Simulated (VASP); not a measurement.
Input of a VASP 6.6.1 run:

Contents of INCAR:

```
SYSTEM = Fe
  PREC = Accurate
  ENCUT = 690
  EDIFF = 1E-6
  ISMEAR = 0
  SIGMA = 0.1
  LREAL = .FALSE.
  LASPH = .TRUE.
  NELM = 200
  ALGO = Normal
  ISIF = 2
  LWAVE = .FALSE.
  LCHARG = .FALSE.
  ISPIN = 2
  MAGMOM = 4
  LORBIT = 11
  LMAXMIX = 4
  GGA = PS
  NBANDS = 18
  GGA_COMPAT = .FALSE.
```

The input KPOINTS:

```
Automatic mesh
0
G
  9 9 8
  0 0 0
```

POSCAR

```
Fe
1.0
    2.4517979394      0.0000000000      0.0000000000
   -1.2258989697      2.1233193005      0.0000000000
    0.0000000000      0.0000000000      2.2908986996
Fe
1
Direct
    0.0000000000      0.0000000000      0.0000000000
```

Potentials or basis: VASP PAW PBE potentials, release 64 (Fe_sv).

Command:

```bash
$ cat potpaw_PBE.64/Fe_sv/POTCAR > POTCAR
$ mpirun -np 1 vasp_std > vasp.out
```

Problem. Predict the net moment.

Solution. 2.09 μB per cell.

Problem. Estimate the pressure.

Solution. -5.4 GPa.

Problem. Predict the site moments.

Solution. Fe +2.03 μB.

Stress tensor (GPa, compression positive):
```
-10.64   0.00   0.00
  0.00 -10.64   0.00
  0.00   0.00   5.23
```

Caveat: the stress differs along the axes, from -11 to 5 GPa; the PAW data sets were made with another functional, which shifts forces and pressure a little.
